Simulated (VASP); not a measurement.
Input of a VASP 6.6.1 run:

The input INCAR:

```
PREC = Accurate
ENCUT = 700
EDIFF = 1E-6
ISMEAR = -1
SIGMA = 0.15
LREAL = F
LASPH = T
NELM = 120
ALGO = Normal
ISIF = 2
LWAVE = F
LCHARG = F
GGA = CA
NBANDS = 16
GGA_COMPAT = F
```

File KPOINTS:

```
Automatic mesh
0
Gamma
  18 18 14
```

The input POSCAR:

```
TaN
1.0
    2.8581078159      0.0000000000      0.0000000000
   -1.4290539079      2.4751939754      0.0000000000
    0.0000000000      0.0000000000      2.8120249800
Ta N
1 1
Direct
    0.3333333333      0.6666666667      0.5000000000
    0.0000000000      0.0000000000      0.0000000000
```

Potentials or basis: VASP PAW LDA potentials, release 64 (Ta_sv_GW, N).

Launch:

```sh
$ cat potpaw_LDA.64/Ta_sv_GW/POTCAR potpaw_LDA.64/N/POTCAR > POTCAR
$ mpirun -np 1 vasp_std > vasp.out
```

Question: What does it give for the pressure?

Answer: 21.4 GPa.

Question: Estimate the band gap on the k mesh.

Answer: Zero (bands 9 and 10 overlap by 0.38 eV).

Stress tensor (GPa, compression positive):
```
21.39  0.00  0.00
 0.00 21.39  0.00
 0.00  0.00 21.57
```

Caveat: the cell stands under pressure; spin-orbit coupling is left out, which moves the levels of the heavy elements.
